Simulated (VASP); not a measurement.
# C in VASP: notebook

C is run at these levels: LDA; tasks: single point.

Everything below comes from runs of VASP 6.6.1. Logs are shortened: lines on timing, memory, paths and dates and some standing lists are left out, and cuts for length are marked.

**1. The cell of the first run**

Symmetry: Fddd, No. 70, orthorhombic system. The conventional cell has a = 3.258 Å, b = 3.284 Å, c = 4.052 Å, α = 90.00°, β = 90.00°, γ = 90.00°. C (site symmetry 222) has 4 C at 1.54 Å within 2.0 Å.

**2. Single point, LDA**

Input file INCAR:

```
ALGO = Normal ; EDIFF = 1E-6
ENCUT = 1300 ; GGA = CA
GGA_COMPAT = False ; ISIF = 2
ISMEAR = 0 ; LASPH = True
LCHARG = False ; LREAL = False
LWAVE = False ; NBANDS = 11
NELM = 120 ; PREC = Accurate
SIGMA = 0.05
```

Input file KPOINTS:

```
k-points
0
Gamma
  12 12 12
```

Input file POSCAR:

```
C
1.0
    0.0000000000      2.0262211973      1.6421661991
    1.6289229233      0.0000000000      1.6421661991
    1.6289229233      2.0262211973      0.0000000000
C
2
Direct
    0.5000000000      0.5000000000      0.5000000000
    0.7500000000      0.7500000000      0.7500000000
```

Potentials or basis: VASP PAW LDA potentials, release 64 (C_h).

The run is started by

```
$ cat potpaw_LDA.64/C_h/POTCAR > POTCAR
$ mpirun -np 1 vasp_std > vasp.out
```

OUTCAR:

```text
EDIFF = 1E-6
   ENCUT = 1300
   GGA = CA
   ISIF = 2
   ISMEAR = 0
   LASPH = True
   LREAL = False
   NELM = 120
   PREC = Accurate

 ion  position               nearest neighbor table
   1  0.500  0.500  0.500-
   2  0.750  0.750  0.750-

  LATTYP: Found a face centered orthorhombic cell.
 ALAT       =     3.2578458466
 B/A-ratio  =     1.0081300813
 C/A-ratio  =     1.2439024390

  Lattice vectors:

 A1 = (   0.0000000000,   2.0262211973,  -1.6421661991)
 A2 = (   1.6289229233,   2.0262211973,   0.0000000000)
 A3 = (   1.6289229233,   0.0000000000,  -1.6421661991)

Analysis of symmetry for initial positions (statically):
=====================================================================
 Subroutine PRICEL returns:
 Original cell was already a primitive cell.

 Routine SETGRP: Setting up the symmetry group for a
 face centered orthorhombic supercell.

 Subroutine GETGRP returns: Found  8 space group operations
 (whereof  4 operations were pure point group operations)
 out of a pool of  8 trial point group operations.

The static configuration has the point symmetry D_2 .
 The point group associated with its full space group is D_2h.

Analysis of symmetry for dynamics (positions and initial velocities):
=====================================================================
 Subroutine PRICEL returns:
 Original cell was already a primitive cell.

 Routine SETGRP: Setting up the symmetry group for a
 face centered orthorhombic supercell.

 Subroutine GETGRP returns: Found  8 space group operations
 (whereof  4 operations were pure point group operations)
 out of a pool of  8 trial point group operations.

The dynamic configuration has the point symmetry D_2 .
 The point group associated with its full space group is D_2h.

 Subroutine INISYM returns: Found  8 space group operations
 (whereof  4 operations are pure point group operations),
 and found     1 'primitive' translations

----------------------------------------------------------------------------------------

                                     Primitive cell

  volume of cell :      10.8401

  direct lattice vectors                    reciprocal lattice vectors
     0.000000000  2.026221197  1.642166199    -0.306951295  0.246764766  0.304475881
     1.628922923  0.000000000  1.642166199     0.306951295 -0.246764766  0.304475881
     1.628922923  2.026221197  0.000000000     0.306951295  0.246764766 -0.304475881

  length of vectors
     2.608118511  2.313028257  2.599800421     0.497812725  0.497812725  0.497812725

  position of ions in fractional coordinates (direct lattice)
     0.500000000  0.500000000  0.500000000
     0.750000000  0.750000000  0.750000000

  ion indices of the primitive-cell ions
   primitive index   ion index
                 1           1
                 2           2

----------------------------------------------------------------------------------------

 KPOINTS: k-points

Automatic generation of k-mesh.
 Grid dimensions read from file:
 generate k-points for:   12   12   12

 Generating k-lattice:

  Cartesian coordinates                     Fractional coordinates (reciprocal lattice)
    -0.025579275  0.020563731  0.025372990     0.083333333 -0.000000000 -0.000000000
     0.025579275 -0.020563731  0.025372990     0.000000000  0.083333333  0.000000000
     0.025579275  0.020563731 -0.025372990     0.000000000  0.000000000  0.083333333

  Length of vectors
     0.041484394  0.041484394  0.041484394

  Shift w.r.t. Gamma in fractional coordinates (k-lattice)
     0.000000000  0.000000000  0.000000000

 Subroutine IBZKPT returns following result:
 ===========================================

 Found    280 irreducible k-points:

 Following reciprocal coordinates:
            Coordinates               Weight
  0.000000  0.000000  0.000000      1.000000
  0.083333  0.000000  0.000000      8.000000
  0.166667  0.000000 -0.000000      8.000000
  0.250000  0.000000  0.000000      8.000000
  0.333333  0.000000  0.000000      8.000000
  0.416667  0.000000  0.000000      8.000000
[... 16 lines left out ...]
  0.500000  0.166667  0.000000      8.000000
 -0.416667  0.166667  0.000000      8.000000
 [... further k-points ...]
   k-points           NKPTS =    280   k-points in BZ     NKDIM =    280   number of bands    NBANDS=     11
   number of dos      NEDOS =    301   number of ions     NIONS =      2
   total plane-waves  NPLWV =  28672
   dimension x,y,z NGX =    32 NGY =   28 NGZ =   32
   dimension x,y,z NGXF=    64 NGYF=   56 NGZF=   64
   ions per type =               2
   NGX,Y,Z   is equivalent  to a cutoff of  20.40, 20.12, 20.46 a.u.
   NGXF,Y,Z  is equivalent  to a cutoff of  40.79, 40.25, 40.93 a.u.
 SYSTEM =  unknown system
   PREC   = accura    normal or accurate (medium, high low for compatibility)
   ISTART =      0    job   : 0-new  1-cont  2-samecut
   ICHARG =      2    charge: 1-file 2-atom 10-const
   ISPIN  =      1    spin polarized calculation?
   LNONCOLLINEAR =      F non collinear calculations
   LSORBIT =      F    spin-orbit coupling
   LASPH  =      T    aspherical Exc in radial PAW
   ENCUT  = 1300.0 eV  95.55 Ry    9.77 a.u.   7.67  6.80  7.64*2*pi/ulx,y,z
   NELM   =    120;   NELMIN=  2; NELMDL= -5     # of ELM steps
   EDIFF  = 0.1E-05   stopping-criterion for ELM
   LREAL  =      F    real-space projection
   EDIFFG = 0.1E-04   stopping-criterion for IOM
   NSW    =      0    number of steps for IOM
   IBRION =     -1    ionic relax: 0-MD 1-quasi-New 2-CG
   NFREE  =      0    steps in history (QN), initial steepest desc. (CG)
   ISIF   =      2    stress and relaxation
   ISYM   =      2    0-nonsym 1-usesym 2-fastsym
   POTIM  = 0.5000    time-step for ionic-motion
   TEBEG  =    0.0;   TEEND  =   0.0 temperature during run
   PSTRESS=    0.0 pullay stress
   NELECT =       8.0000    total number of electrons
   NUPDOWN=      -1.0000    fix difference up-down
   EMIN   =  10.00;   EMAX   =-10.00  energy-range for DOS
   EFERMI =   0.00;   METHOD = LEGACY
   ISMEAR =     0;   SIGMA  =   0.05  broadening in eV -4-tet -1-fermi 0-gaus
   EFERMI_NEDOS =   21; number of points for ismear=-14 and -15
   IALGO  =     38    algorithm
   IMIX   =      4    mixing-type and parameters
     AMIX     =   0.40;   BMIX     =  1.00
     AMIX_MAG =   1.60;   BMIX_MAG =  1.00
  volume/ion in A,a.u.               =       5.42        36.58
  Fermi-wavevector in a.u.,A,eV,Ry     =   1.479426  2.795710 29.779100  2.188702
  Thomas-Fermi vector in A             =   2.593585
   LORBIT       =      0    0 simple, 1 ext, 2 COOP (PROOUT), +10 PAW based schemes
   GGA     = CA    functional components
   LHFCALC =     F    Hartree Fock is set to
   AEXX    =    0.0000 exact exchange contribution
   IVDW    =     0    specifies the selected vdW correction
   LEPSILON=     F    determine dielectric tensor
   LRPA    =     F    only Hartree local field effects (RPA)
 non-spin polarized calculation
 Gauss-broadening in eV      SIGMA  =   0.05
  energy-cutoff  :     1300.00
  volume of cell :       10.84
 maximum number of plane-waves:      1180
   NGX = 15   NGY = 13   NGZ = 15

 number of electron       8.0000000 magnetization

 Free energy of the ion-electron system (eV)
  ---------------------------------------------------
  ext. energy  EPLUGINS =         0.00000000
  ---------------------------------------------------
  free energy    TOTEN  =       -19.11921333 eV

  energy without entropy =      -19.11921333  energy(sigma->0) =      -19.11921333

 E-fermi :  13.3513     XC(G=0): -13.9192

 val. band max:       13.1043055424   @ k =   0.0000   0.0000   0.0000
 cond. band min:      14.4436604809   @ k =   0.0000   0.4167   0.4167
 fundamental gap:      1.3393549386
 Fermi energy:        13.3512836178

 k-point     1 :       0.0000    0.0000    0.0000
  band No.  band energies     occupation
      1     -10.2732      2.00000
      2       8.9312      2.00000
      3      13.0358      2.00000
      4      13.1043      2.00000
      5      16.8612      0.00000
      6      16.9607      0.00000
      7      19.5204      0.00000
      8      24.3930      0.00000
      9      31.8051      0.00000
     10      32.1862      0.00000
     11      33.7760      0.00000

 k-point     2 :       0.0833    0.0000    0.0000
  band No.  band energies     occupation
      1     -10.0701      2.00000
      2       8.5242      2.00000
      3      11.9000      2.00000
      4      12.7963      2.00000
      5      17.0173      0.00000
      6      17.3852      0.00000
      7      20.3248      0.00000
      8      24.5469      0.00000
      9      31.2866      0.00000
     10      32.1486      0.00000
     11      35.7867      0.00000

 k-point     3 :       0.1667    0.0000   -0.0000
  band No.  band energies     occupation
      1      -9.4628      2.00000
      2       7.2501      2.00000
      3       9.8184      2.00000
      4      12.2559      2.00000
      5      17.0000      0.00000
      6      18.4336      0.00000
      7      21.8281      0.00000
      8      25.0650      0.00000
      9      30.8724      0.00000
     10      33.0635      0.00000
     11      38.5424      0.00000

 k-point     4 :       0.2500    0.0000    0.0000
  band No.  band energies     occupation
      1      -8.4584      2.00000
      2       4.9727      2.00000
      3       8.2955      2.00000
      4      11.7619      2.00000
      5      16.7497      0.00000
      6      19.5827      0.00000
      7      23.1167      0.00000
      8      25.9095      0.00000
      9      31.1430      0.00000
     10      34.3885      0.00000
     11      36.9883      0.00000

 k-point     5 :       0.3333    0.0000    0.0000
  band No.  band energies     occupation
      1      -7.0741      2.00000
      2       2.2486      2.00000
      3       7.3775      2.00000
      4      11.4126      2.00000
      5      16.4221      0.00000
      6      20.4858      0.00000
      7      23.9753      0.00000
      8      26.8072      0.00000
      9      31.6667      0.00000
     10      35.8423      0.00000
     11      36.6300      0.00000
[... 211 lines left out ...]
 k-point    21 :       0.3333    0.1667    0.0000
  band No.  band energies     occupation
      1      -7.0693      2.00000
      2       4.1403      2.00000
      3       6.7767      2.00000
      4       9.8165      2.00000
      5      16.4803      0.00000
      6      19.3921      0.00000
      7      22.9470      0.00000
      8      26.3714      0.00000
      9      32.2145      0.00000
     10      34.0736      0.00000
     11      38.7016      0.00000

 k-point    22 :       0.4167    0.1667    0.0000
  band No.  band energies     occupation
      1      -5.5279      2.00000
      2       1.5251      2.00000
      3       6.1577      2.00000
      4       9.2425      2.00000
      5      16.8516      0.00000
      6      19.9263      0.00000
      7      23.5600      0.00000
      8      26.7873      0.00000
      9      33.2100      0.00000
     10      33.3383      0.00000
     11      40.5790      0.00000

 k-point    23 :       0.5000    0.1667    0.0000
  band No.  band energies     occupation
      1      -3.7949      2.00000
      2      -0.8026      2.00000
      3       5.8268      2.00000
      4       8.7511      2.00000
      5      17.0496      0.00000
      6      20.2616      0.00000
      7      25.0611      0.00000
      8      26.7226      0.00000
      9      31.8747      0.00000
     10      34.6398      0.00000
     11      40.3605      0.00000

 k-point    24 :      -0.4167    0.1667    0.0000
  band No.  band energies     occupation
      1      -3.7965      2.00000
      2      -0.8158      2.00000
      3       5.7604      2.00000
      4       8.4548      2.00000
      5      17.2904      0.00000
      6      20.4722      0.00000
      7      26.1512      0.00000
      8      26.8026      0.00000
      9      30.7151      0.00000
     10      35.4022      0.00000
     11      38.4840      0.00000

 [... further k-points ...]
[... 5 lines left out ...]
  --------------------------------------------------------------------------------------
  -------------------------------------------------------------------------------------
  Total        6.4375619    -10.5483273      6.1435992      0.0000000      0.0000000      0.0000000
  in kB      951.4752708  -1559.0487156    908.0274137      0.0000000      0.0000000      0.0000000
  external PRESSURE =     100.1513229 kB  Pullay stress =       0.0000000 kB

 VOLUME and BASIS-vectors are now :
 -----------------------------------------------------------------------------
  energy-cutoff  :     1300.00
  volume of cell :       10.84
      direct lattice vectors                 reciprocal lattice vectors
     0.000000000  2.026221197  1.642166199    -0.306951295  0.246764766  0.304475881
     1.628922923  0.000000000  1.642166199     0.306951295 -0.246764766  0.304475881
     1.628922923  2.026221197  0.000000000     0.306951295  0.246764766 -0.304475881

 POSITION                                       TOTAL-FORCE (eV/Angst)
 -----------------------------------------------------------------------------------
      1.62892      2.02622      1.64217         0.000000      0.000000     -0.000000
      2.44338      3.03933      2.46325         0.000000     -0.000000      0.000000
 -----------------------------------------------------------------------------------
    total drift:                               -0.000000     -0.000000      0.000000

  FREE ENERGIE OF THE ION-ELECTRON SYSTEM (eV)
  ---------------------------------------------------
  free  energy   TOTEN  =       -19.1192133347 eV

  energy  without entropy=      -19.1192133347  energy(sigma->0) =      -19.11921333
```

It took 27 s on 1 thread of Intel Xeon 6975P-C (Granite Rapids), shared host; peak memory 0.22 GiB.

Results:

* Free energy: -19.1192 eV
* Pressure: 10.0 GPa
* Band gap on the k mesh: 1.34 eV (least direct gap 3.68 eV)

Levels at points of the mesh, in eV from the valence-band top:
| k point | band 1 | band 2 | band 3 | band 4 | band 5 | band 6 | band 7 | band 8 |
| --- | --- | --- | --- | --- | --- | --- | --- | --- |
| (0.00, 0.00, 0.00) | -23.38 | -4.17 | -0.07 | 0.00 | 3.76 | 3.86 | 6.42 | 11.29 |
| (0.50, 0.00, 0.00) | -17.08 | -15.19 | -6.43 | -1.95 | 2.97 | 8.03 | 11.53 | 14.46 |
| (0.50, 0.50, 0.00) | -13.13 | -13.13 | -8.64 | -8.64 | 2.11 | 2.11 | 13.85 | 13.85 |
| (0.50, 0.00, 0.50) | -16.48 | -16.48 | -5.50 | -5.50 | 7.01 | 7.01 | 14.62 | 14.62 |
| (0.00, 0.50, 0.50) | -12.99 | -12.99 | -8.77 | -8.77 | 1.90 | 1.90 | 13.99 | 13.99 |

Caveat: the cell differs from its parent crystal (strain +e along x and -e along y -0.1125, strain +e along z and -e/2 along x and y -0.0700); the stress differs along the axes, from -156 to 95 GPa.

**3. Single point, LDA**

Input file INCAR:

```
PREC = Accurate
ENCUT = 1300
EDIFF = 1E-6
ISMEAR = 0
SIGMA = 0.05
LREAL = F
LASPH = T
NELM = 120
ALGO = Normal
ISIF = 2
LWAVE = F
LCHARG = F
NBANDS = 11
GGA_COMPAT = F
```

Input file KPOINTS:

```
Automatic mesh
0
Gamma
  12 12 12
```

Input file POSCAR:

```
C
1.0
    0.0000000000      1.7966710835      1.7039681529
    1.7966710835      0.0000000000      1.7039681529
    1.7966710835      1.7966710835      0.0000000000
C
2
Direct
    0.5000000000      0.5000000000      0.5000000000
    0.7500000000      0.7500000000      0.7500000000
```

Potentials or basis: VASP PAW LDA potentials, release 64 (C_h).

The run is started by

```
$ cat potpaw_LDA.64/C_h/POTCAR > POTCAR
$ mpirun -np 1 vasp_std > vasp.out
```

Wall time 48 s (1 thread of AMD EPYC 9R14 (Zen 4), shared host); peak memory 0.15 GiB.

Results (log left out):

```
Free energy            : -20.2082 eV
Pressure               : 1.5 GPa
Band gap on the k mesh : 2.87 eV (least direct gap 4.71 eV)
```

Stress tensor (GPa, compression positive):
```
-14.49   0.00   0.00
  0.00 -14.49   0.00
  0.00   0.00  33.38
```

Levels at points of the mesh, in eV from the valence-band top:
```tsv
k point	band 1	band 2	band 3	band 4	band 5	band 6	band 7	band 8	band 9
(0.00, 0.00, 0.00)	-22.24	-0.77	-0.77	0.00	4.71	5.36	5.36	13.71	18.93
(0.50, 0.00, 0.00)	-16.21	-14.21	-3.84	-2.91	7.54	7.75	9.61	15.21	21.38
(0.50, 0.50, 0.00)	-12.76	-12.76	-7.51	-7.51	3.43	3.43	16.73	16.73	23.47
(0.50, 0.00, 0.50)	-13.62	-13.62	-6.70	-6.70	4.71	4.71	16.34	16.34	22.59
```

Caveat: the cell differs from its parent crystal (strain +e along x and -e along y +0.0000, strain +e along z and -e/2 along x and y -0.0350); the stress differs along the axes, from -14 to 33 GPa. A k mesh can miss the band edges.
